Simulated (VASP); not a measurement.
A run of VASP 6.6.1 is set up as follows.

INCAR

```
ALGO = Normal
EDIFF = 1E-6
ENCUT = 500
GGA = PS
GGA_COMPAT = False
ISIF = 2
ISMEAR = 0
LASPH = True
LCHARG = False
LREAL = False
LWAVE = False
NBANDS = 22
NELM = 120
PREC = Accurate
SIGMA = 0.01
```

File KPOINTS:

```
k-points
0
Gamma
  5 5 5
```

POSCAR

```
InSb3
1.0
    0.0000000000      3.6418984949      3.6418984949
    3.6418984949      0.0000000000      3.6418984949
    3.6418984949      3.6418984949      0.0000000000
In Sb
1 3
Direct
    0.0000000000      0.0000000000      0.0000000000
    0.5000000000      0.5000000000      0.5000000000
    0.2500000000      0.2500000000      0.2500000000
    0.7500000000      0.7500000000      0.7500000000
```

Potentials or basis: VASP PAW PBE potentials, release 64 (In_d, Sb).

The run is started by

```bash
$ cat potpaw_PBE.64/In_d/POTCAR potpaw_PBE.64/Sb/POTCAR > POTCAR
$ mpirun -np 1 vasp_std > vasp.out
```

**Question.** Predict the band gap on the k mesh.

**Answer.** Zero (bands 14 and 15 overlap by 2.23 eV).

**Question.** Estimate the pressure.

**Answer.** 5.0 GPa.

Caveat: the cell stands under pressure; the PAW data sets were made with another functional, which shifts forces and pressure a little; spin-orbit coupling is left out, which moves the levels of the heavy elements.
